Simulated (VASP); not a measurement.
# LiNbO3 (R-3c) in VASP: notebook

Runs on LiNbO3. Level: PBE. Tasks: single point.

Program: VASP 6.6.1. These are calculated values, not measurements. Logs are shortened: lines on timing, memory, paths and dates and some standing lists are left out, and cuts for length are marked.

**1. The cell of the first run**

It takes space group R-3c (No. 167, trigonal). Conventional cell: a = 5.345 Å, b = 5.345 Å, c = 13.175 Å, α = 90.00°, β = 90.00°, γ = 120.00°. Li (site symmetry 32) has 3 O at 1.88 Å within 2.5 Å. Nb (site symmetry -3) has 6 O at 2.05 Å within 2.7 Å. O (site symmetry 2) has 1 Li at 1.88 Å and 2 Nb at 2.05 Å within 2.5 Å.

**2. Single point, PBE**

Input file INCAR:

```
SYSTEM = LiNbO3
ALGO = Normal
EDIFF = 1E-6
ENCUT = 520
GGA = PE
ISIF = 2
ISMEAR = 0
LASPH = .True.
LCHARG = .False.
LREAL = .False.
LWAVE = .False.
NBANDS = 45
NELM = 60
PREC = Accurate
SIGMA = 0.05
```

Input file KPOINTS:

```
k-points
0
Gamma
  6 6 6
  0 0 0
```

Input file POSCAR:

```
LiNbO3
1.0
    2.6722716124      1.5428367348      4.3917893192
   -2.6722716124      1.5428367348      4.3917893192
    0.0000000000     -3.0856734694      4.3917893192
Li Nb O
2 2 6
Direct
    0.2500000000      0.2500000000      0.2500000000
    0.7500000000      0.7500000000      0.7500000000
    0.0000000000      0.0000000000      0.0000000000
    0.5000000000      0.5000000000      0.5000000000
    0.1016165405      0.3983834595      0.7500000000
    0.7500000000      0.1016165405      0.3983834595
    0.3983834595      0.7500000000      0.1016165405
    0.8983834595      0.6016165405      0.2500000000
    0.2500000000      0.8983834595      0.6016165405
    0.6016165405      0.2500000000      0.8983834595
```

Potentials or basis: VASP PAW PBE potentials, release 64 (Li_sv, Nb_sv, O).

Run with:

```sh
> cat potpaw_PBE.64/Li_sv/POTCAR potpaw_PBE.64/Nb_sv/POTCAR potpaw_PBE.64/O/POTCAR > POTCAR
> mpirun -np 1 vasp_std > vasp.out
```

OUTCAR:

```text
SYSTEM = LiNbO3
   EDIFF = 1E-6
   ENCUT = 520
   GGA = PE
   ISIF = 2
   ISMEAR = 0
   LASPH = .True.
   LREAL = .False.
   NELM = 60
   PREC = Accurate

 ion  position               nearest neighbor table
   1  0.250  0.250  0.250-   9 1.88  10 1.88   8 1.88
   2  0.750  0.750  0.750-   6 1.88   7 1.88   5 1.88
   3  0.000  0.000  0.000-   6 2.05   9 2.05   8 2.05   5 2.05   7 2.05  10 2.05
   4  0.500  0.500  0.500-   7 2.05  10 2.05   8 2.05   5 2.05   9 2.05   6 2.05
   5  0.102  0.398  0.750-   2 1.88   3 2.05   4 2.05
   6  0.750  0.102  0.398-   2 1.88   3 2.05   4 2.05
   7  0.398  0.750  0.102-   2 1.88   4 2.05   3 2.05
   8  0.898  0.602  0.250-   1 1.88   3 2.05   4 2.05
   9  0.250  0.898  0.602-   1 1.88   3 2.05   4 2.05
  10  0.602  0.250  0.898-   1 1.88   4 2.05   3 2.05

  LATTYP: Found a trigonal (rhomboedric) cell.
 ALAT       =     5.3674196952
 COS(alpha) =     0.5042530156

  Lattice vectors:

 A1 = (   2.6722716124,   1.5428367348,   4.3917893192)
 A2 = (  -2.6722716124,   1.5428367348,   4.3917893192)
 A3 = (   0.0000000000,  -3.0856734694,   4.3917893192)

Analysis of symmetry for initial positions (statically):
=====================================================================
 Subroutine PRICEL returns:
 Original cell was already a primitive cell.

 Routine SETGRP: Setting up the symmetry group for a
 trigonal (rhombohedral) supercell.

 Subroutine GETGRP returns: Found 12 space group operations
 (whereof  6 operations were pure point group operations)
 out of a pool of 12 trial point group operations.

The static configuration has the point symmetry S_6 .
 The point group associated with its full space group is D_3d.

Analysis of symmetry for dynamics (positions and initial velocities):
=====================================================================
 Subroutine PRICEL returns:
 Original cell was already a primitive cell.

 Routine SETGRP: Setting up the symmetry group for a
 trigonal (rhombohedral) supercell.

 Subroutine GETGRP returns: Found 12 space group operations
 (whereof  6 operations were pure point group operations)
 out of a pool of 12 trial point group operations.

The dynamic configuration has the point symmetry S_6 .
 The point group associated with its full space group is D_3d.

 Subroutine INISYM returns: Found 12 space group operations
 (whereof  6 operations are pure point group operations),
 and found     1 'primitive' translations

----------------------------------------------------------------------------------------

                                     Primitive cell

  volume of cell :     108.6409

  direct lattice vectors                    reciprocal lattice vectors
     2.672271612  1.542836735  4.391789319     0.187106729  0.108026120  0.075899209
    -2.672271612  1.542836735  4.391789319    -0.187106729  0.108026120  0.075899209
     0.000000000 -3.085673469  4.391789319     0.000000000 -0.216052241  0.075899209

  length of vectors
     5.367419695  5.367419695  5.367419695     0.228996202  0.228996202  0.228996202

  position of ions in fractional coordinates (direct lattice)
     0.250000000  0.250000000  0.250000000
     0.750000000  0.750000000  0.750000000
     0.000000000  0.000000000  0.000000000
     0.500000000  0.500000000  0.500000000
     0.101616540  0.398383460  0.750000000
     0.750000000  0.101616540  0.398383460
     0.398383460  0.750000000  0.101616540
     0.898383460  0.601616540  0.250000000
     0.250000000  0.898383460  0.601616540
     0.601616540  0.250000000  0.898383460

  ion indices of the primitive-cell ions
   primitive index   ion index
                 1           1
                 2           2
                 3           3
                 4           4
                 5           5
                 6           6
                 7           7
                 8           8
                 9           9
                10          10

----------------------------------------------------------------------------------------

 KPOINTS: k-points

Automatic generation of k-mesh.
 Grid dimensions read from file:
 generate k-points for:    6    6    6

 Generating k-lattice:

  Cartesian coordinates                     Fractional coordinates (reciprocal lattice)
     0.031184455  0.018004353  0.012649868     0.166666667 -0.000000000  0.000000000
    -0.031184455  0.018004353  0.012649868    -0.000000000  0.166666667  0.000000000
     0.000000000 -0.036008707  0.012649868     0.000000000  0.000000000  0.166666667

  Length of vectors
     0.038166034  0.038166034  0.038166034

  Shift w.r.t. Gamma in fractional coordinates (k-lattice)
     0.000000000  0.000000000  0.000000000

 Subroutine IBZKPT returns following result:
 ===========================================

 Found     32 irreducible k-points:

 Following reciprocal coordinates:
            Coordinates               Weight
  0.000000  0.000000  0.000000      1.000000
  0.166667  0.000000 -0.000000      6.000000
  0.333333 -0.000000 -0.000000      6.000000
  0.500000 -0.000000 -0.000000      3.000000
  0.166667  0.166667 -0.000000      6.000000
  0.333333  0.166667  0.000000     12.000000
[... 16 lines left out ...]
  0.500000  0.500000  0.166667      6.000000
 -0.333333  0.500000  0.166667     12.000000
 [... further k-points ...]
   k-points           NKPTS =     32   k-points in BZ     NKDIM =     32   number of bands    NBANDS=     45
   number of dos      NEDOS =    301   number of ions     NIONS =     10
   total plane-waves  NPLWV =  64000
   dimension x,y,z NGX =    40 NGY =   40 NGZ =   40
   dimension x,y,z NGXF=    80 NGYF=   80 NGZF=   80
   ions per type =               2   2   6
   NGX,Y,Z   is equivalent  to a cutoff of  12.39, 12.39, 12.39 a.u.
   NGXF,Y,Z  is equivalent  to a cutoff of  24.78, 24.78, 24.78 a.u.
 SYSTEM =  LiNbO3
   PREC   = accura    normal or accurate (medium, high low for compatibility)
   ISTART =      0    job   : 0-new  1-cont  2-samecut
   ICHARG =      2    charge: 1-file 2-atom 10-const
   ISPIN  =      1    spin polarized calculation?
   LNONCOLLINEAR =      F non collinear calculations
   LSORBIT =      F    spin-orbit coupling
   LASPH  =      T    aspherical Exc in radial PAW
   ENCUT  =  520.0 eV  38.22 Ry    6.18 a.u.   9.98  9.98  9.98*2*pi/ulx,y,z
   NELM   =     60;   NELMIN=  2; NELMDL= -5     # of ELM steps
   EDIFF  = 0.1E-05   stopping-criterion for ELM
   LREAL  =      F    real-space projection
   EDIFFG = 0.1E-04   stopping-criterion for IOM
   NSW    =      0    number of steps for IOM
   IBRION =     -1    ionic relax: 0-MD 1-quasi-New 2-CG
   NFREE  =      0    steps in history (QN), initial steepest desc. (CG)
   ISIF   =      2    stress and relaxation
   ISYM   =      2    0-nonsym 1-usesym 2-fastsym
   POTIM  = 0.5000    time-step for ionic-motion
   TEBEG  =    0.0;   TEEND  =   0.0 temperature during run
   PSTRESS=    0.0 pullay stress
   NELECT =      68.0000    total number of electrons
   NUPDOWN=      -1.0000    fix difference up-down
   EMIN   =  10.00;   EMAX   =-10.00  energy-range for DOS
   EFERMI =   0.00;   METHOD = LEGACY
   ISMEAR =     0;   SIGMA  =   0.05  broadening in eV -4-tet -1-fermi 0-gaus
   EFERMI_NEDOS =   21; number of points for ismear=-14 and -15
   IALGO  =     38    algorithm
   IMIX   =      4    mixing-type and parameters
     AMIX     =   0.40;   BMIX     =  1.00
     AMIX_MAG =   1.60;   BMIX_MAG =  1.00
  volume/ion in A,a.u.               =      10.86        73.31
  Fermi-wavevector in a.u.,A,eV,Ry     =   1.400383  2.646339 26.681995  1.961071
  Thomas-Fermi vector in A             =   2.523349
   LORBIT       =      0    0 simple, 1 ext, 2 COOP (PROOUT), +10 PAW based schemes
   GGA     = PE    functional components
   LHFCALC =     F    Hartree Fock is set to
   AEXX    =    0.0000 exact exchange contribution
   IVDW    =     0    specifies the selected vdW correction
   LEPSILON=     F    determine dielectric tensor
   LRPA    =     F    only Hartree local field effects (RPA)
 non-spin polarized calculation
 Gauss-broadening in eV      SIGMA  =   0.05
  energy-cutoff  :      520.00
  volume of cell :      108.64
 maximum number of plane-waves:      2938
   NGX = 19   NGY = 19   NGZ = 19

 number of electron      68.0000025 magnetization

 Free energy of the ion-electron system (eV)
  ---------------------------------------------------
  ext. energy  EPLUGINS =         0.00000000
  ---------------------------------------------------
  free energy    TOTEN  =       -78.82822848 eV

  energy without entropy =      -78.82822848  energy(sigma->0) =      -78.82822848

 E-fermi :   4.1420     XC(G=0): -10.7589

 val. band max:        3.8897923786   @ k =   0.0000   0.0000   0.0000
 cond. band min:       5.8205473265   @ k =   0.0000   0.0000   0.0000
 fundamental gap:      1.9307549478
 Fermi energy:         4.1420199405

 k-point     1 :       0.0000    0.0000    0.0000
  band No.  band energies     occupation
      1     -51.3565      2.00000
      2     -51.3441      2.00000
      3     -38.8128      2.00000
      4     -38.8107      2.00000
      5     -27.4392      2.00000
      6     -27.4392      2.00000
[... 37 lines left out ...]
     44      12.8558      0.00000
     45      12.8560      0.00000

 k-point     2 :       0.1667    0.0000   -0.0000
  band No.  band energies     occupation
      1     -51.3557      2.00000
      2     -51.3450      2.00000
      3     -38.8127      2.00000
      4     -38.8109      2.00000
      5     -27.4311      2.00000
      6     -27.4307      2.00000
[... 37 lines left out ...]
     44      12.5793      0.00000
     45      12.6256      0.00000

 k-point     3 :       0.3333   -0.0000   -0.0000
  band No.  band energies     occupation
      1     -51.3534      2.00000
      2     -51.3472      2.00000
      3     -38.8124      2.00000
      4     -38.8113      2.00000
      5     -27.4084      2.00000
      6     -27.4070      2.00000
[... 997 lines left out ...]
     44      12.5065      0.00000
     45      13.2985      0.00000

 k-point    24 :      -0.3333    0.5000    0.1667
  band No.  band energies     occupation
      1     -51.3513      2.00000
      2     -51.3493      2.00000
      3     -38.8121      2.00000
      4     -38.8117      2.00000
      5     -27.4533      2.00000
      6     -27.4491      2.00000
[... 37 lines left out ...]
     44      12.2917      0.00000
     45      13.5983      0.00000

 [... further k-points ...]
[... 5 lines left out ...]
  --------------------------------------------------------------------------------------
  -------------------------------------------------------------------------------------
  Total       -9.9870513     -9.9870513     -0.0657582      0.0000000     -0.0000000     -0.0000000
  in kB     -147.2836519   -147.2836519     -0.9697660      0.0000000     -0.0000000     -0.0000000
  external PRESSURE =     -98.5123566 kB  Pullay stress =       0.0000000 kB

 VOLUME and BASIS-vectors are now :
 -----------------------------------------------------------------------------
  energy-cutoff  :      520.00
  volume of cell :      108.64
      direct lattice vectors                 reciprocal lattice vectors
     2.672271612  1.542836735  4.391789319     0.187106729  0.108026120  0.075899209
    -2.672271612  1.542836735  4.391789319    -0.187106729  0.108026120  0.075899209
     0.000000000 -3.085673469  4.391789319     0.000000000 -0.216052241  0.075899209

 POSITION                                       TOTAL-FORCE (eV/Angst)
 -----------------------------------------------------------------------------------
      0.00000      0.00000      3.29384        -0.000000     -0.000000     -0.000000
      0.00000      0.00000      9.88153        -0.000000     -0.000000     -0.000000
      0.00000      0.00000      0.00000        -0.000000     -0.000000     -0.000000
      0.00000      0.00000      6.58768        -0.000000     -0.000000     -0.000000
     -0.79304     -1.54284      5.48974         1.567291     -0.000000     -0.000000
      1.73266      0.08462      5.48974        -0.783645      1.357314     -0.000000
     -0.93961      1.45821      5.48974        -0.783645     -1.357314     -0.000000
      0.79304      1.54284      7.68563        -1.567291     -0.000000      0.000000
     -1.73266     -0.08462      7.68563         0.783645     -1.357314     -0.000000
      0.93961     -1.45821      7.68563         0.783645      1.357314     -0.000000
 -----------------------------------------------------------------------------------
    total drift:                               -0.000000     -0.000000      0.000000

  FREE ENERGIE OF THE ION-ELECTRON SYSTEM (eV)
  ---------------------------------------------------
  free  energy   TOTEN  =       -78.8282284813 eV

  energy  without entropy=      -78.8282284813  energy(sigma->0) =      -78.82822848
```

It took 2.3 min on 1 thread of Intel Xeon Platinum 8488C (Sapphire Rapids), shared host; peak memory 0.31 GiB.

Results:

- Free energy: -78.8282 eV
- Largest force: 1.567 eV/Å
- Band gap on the k mesh: 1.93 eV

Forces in eV/Å, atoms in the order of the input:
```
Li   0.000  0.000  0.000
Li   0.000  0.000  0.000
Nb   0.000  0.000  0.000
Nb   0.000  0.000  0.000
O    1.567  0.000  0.000
O   -0.784  1.357  0.000
O   -0.784 -1.357  0.000
O   -1.567  0.000  0.000
O    0.784 -1.357  0.000
O    0.784  1.357  0.000
```

Caveat: the cutoff is under 1.25 times the usual one of these potentials, so pressure, stress and relaxed cells hold a basis-set (Pulay) error; forces of over 1 eV/Å act on the atoms, so gaps and moduli don't describe the material at rest.

**3. Single point, PBE**

This run uses another cell than the first one, of the same volume but with other edges.

Input file INCAR:

```
  ALGO = Normal
  EDIFF = 1E-6
  ENCUT = 520
  GGA = PE
  ISIF = 2
  ISMEAR = 0
  LASPH = T
  LCHARG = F
  LREAL = F
  LWAVE = F
  NBANDS = 45
  NELM = 100
  PREC = Accurate
  SIGMA = 0.05
```

Input file KPOINTS:

```
k-points
0
Gamma
  6 6 6
```

POSCAR: that of step 2 with these lines changed.

```diff
@@ -2,5 +2,5 @@
 1.0
-    2.6722716124      1.5428367348      4.3917893192
-   -2.6722716124      1.5428367348      4.3917893192
-    0.0000000000     -3.0856734694      4.3917893192
+    2.4575426624      1.4188629177      5.1927876456
+   -2.4575426624      1.4188629177      5.1927876456
+    0.0000000000     -2.8377258353      5.1927876456
 Li Nb O
```

Potentials or basis: VASP PAW PBE potentials, release 64 (Li_sv, Nb_sv, O).

Run with:

```sh
> cat potpaw_PBE.64/Li_sv/POTCAR potpaw_PBE.64/Nb_sv/POTCAR potpaw_PBE.64/O/POTCAR > POTCAR
> mpirun -np 1 vasp_std > vasp.out
```

Run time: 3.4 min. Hardware: 1 thread of Intel Xeon Platinum 8488C (Sapphire Rapids), shared host; peak memory 0.36 GiB.

Results (log left out):

| Item | Value |
| --- | --- |
| Free energy | -77.8161 eV |
| Largest force | 1.744 eV/Å |
| Band gap on the k mesh | 1.87 eV (least direct gap 1.94 eV) |

Forces on the atoms (eV/Å):
```
Li   0.000  0.000  0.000
Li   0.000  0.000  0.000
Nb   0.000  0.000  0.000
Nb   0.000  0.000  0.000
O    1.744  0.000  0.000
O   -0.872  1.510  0.000
O   -0.872 -1.510  0.000
O   -1.744  0.000  0.000
O    0.872 -1.510  0.000
O    0.872  1.510  0.000
```

Levels at points of the mesh, in eV from the valence-band top:
| k point | band 32 | band 33 | band 34 | band 35 | band 36 | band 37 |
| --- | --- | --- | --- | --- | --- | --- |
| (0.00, 0.00, 0.00) | -0.41 | 0.00 | 0.00 | 1.94 | 1.94 | 2.53 |
| (0.50, 0.00, 0.00) | -0.57 | -0.40 | -0.40 | 3.15 | 3.15 | 3.24 |
| (0.50, 0.50, 0.00) | -0.79 | -0.51 | -0.48 | 1.87 | 2.63 | 2.93 |
| (0.50, 0.50, 0.50) | -0.16 | -0.16 | -0.16 | 3.48 | 3.48 | 3.48 |

Caveat: the cutoff is under 1.25 times the usual one of these potentials, so pressure, stress and relaxed cells hold a basis-set (Pulay) error; forces of over 1 eV/Å act on the atoms, so gaps and moduli don't describe the material at rest. A k mesh can miss the band edges.

**4. Single point, PBE**

This run uses another cell than the first one, of the same volume but with other edges.

Input file INCAR:

```
SYSTEM = LiNbO3
PREC = Accurate ; ENCUT = 520
EDIFF = 1E-7 ; ISMEAR = 0
SIGMA = 0.05 ; LREAL = .False.
LASPH = .True. ; NELM = 60
ALGO = Normal ; ISIF = 2
LWAVE = .False. ; LCHARG = .False.
GGA = PE ; NBANDS = 45
```

Input file KPOINTS:

```
Automatic mesh
0
Gamma
  6 6 6
  0 0 0
```

POSCAR: that of step 3 with these lines changed.

```diff
@@ -2,5 +2,5 @@
 1.0
-    2.4575426624      1.4188629177      5.1927876456
-   -2.4575426624      1.4188629177      5.1927876456
-    0.0000000000     -2.8377258353      5.1927876456
+    2.6115267350      1.5077656635      4.5984740720
+   -2.6115267350      1.5077656635      4.5984740720
+    0.0000000000     -3.0155313268      4.5984740721
 Li Nb O
```

Run with:

```sh
> cat potpaw_PBE.64/Li_sv/POTCAR potpaw_PBE.64/Nb_sv/POTCAR potpaw_PBE.64/O/POTCAR > POTCAR
> mpirun -np 1 vasp_std > vasp.out
```

Wall time 2.3 min (1 thread of Intel Xeon 6975P-C (Granite Rapids), shared host); peak memory 0.31 GiB.

Results (log left out):

| Item | Value |
| --- | --- |
| Free energy | -79.0904 eV |
| Largest force | 1.545 eV/Å |
| Band gap on the k mesh | 2.21 eV (least direct gap 2.30 eV) |

Forces in eV/Å, atoms in the order of the input:
```
Li   0.000  0.000  0.000
Li   0.000  0.000  0.000
Nb   0.000  0.000  0.000
Nb   0.000  0.000  0.000
O    1.545  0.000  0.000
O   -0.773  1.338  0.000
O   -0.773 -1.338  0.000
O   -1.545  0.000  0.000
O    0.773 -1.338  0.000
O    0.773  1.338  0.000
```

Levels at points of the mesh, in eV from the valence-band top:
```csv
k point,band 32,band 33,band 34,band 35,band 36,band 37
"(0.00, 0.00, 0.00)",-0.21,-0.21,0.00,2.30,2.30,2.34
"(0.50, 0.00, 0.00)",-0.48,-0.28,-0.28,3.53,3.53,3.55
"(0.50, 0.50, 0.00)",-0.66,-0.65,-0.37,2.21,2.75,3.08
"(0.50, 0.50, 0.50)",-0.45,-0.45,-0.45,3.49,3.49,3.78
```

Caveat: the cutoff is under 1.25 times the usual one of these potentials, so pressure, stress and relaxed cells hold a basis-set (Pulay) error; forces of over 1 eV/Å act on the atoms, so gaps and moduli don't describe the material at rest. A k mesh can miss the band edges.

**5. Summary**

| cell | gap on the mesh (eV) | largest force (eV/Å) |
| --- | --- | --- |
| a = 5.367 Å, angles 59.7°, 10 atoms | 1.93 | 1.57 |
| a = 5.918 Å, angles 49.1°, 10 atoms | 1.87 | 1.74 |
| a = 5.499 Å, angles 56.7°, 10 atoms | 2.21 | 1.55 |

Alike in all rows: task single point; level PBE; potentials or basis VASP PAW PBE potentials, release 64 (Li_sv, Nb_sv, O); no spin polarisation; k mesh 6 × 6 × 6; cutoff (eV) 520; smearing gaussian 0.05 eV.

Caveats: the cutoff is under 1.25 times the usual one of these potentials, so pressure, stress and relaxed cells hold a basis-set (Pulay) error; forces of over 1 eV/Å act on the atoms, so gaps and moduli don't describe the material at rest.

Total energies depend on the potentials used, so only differences within one code and one set of settings carry meaning.
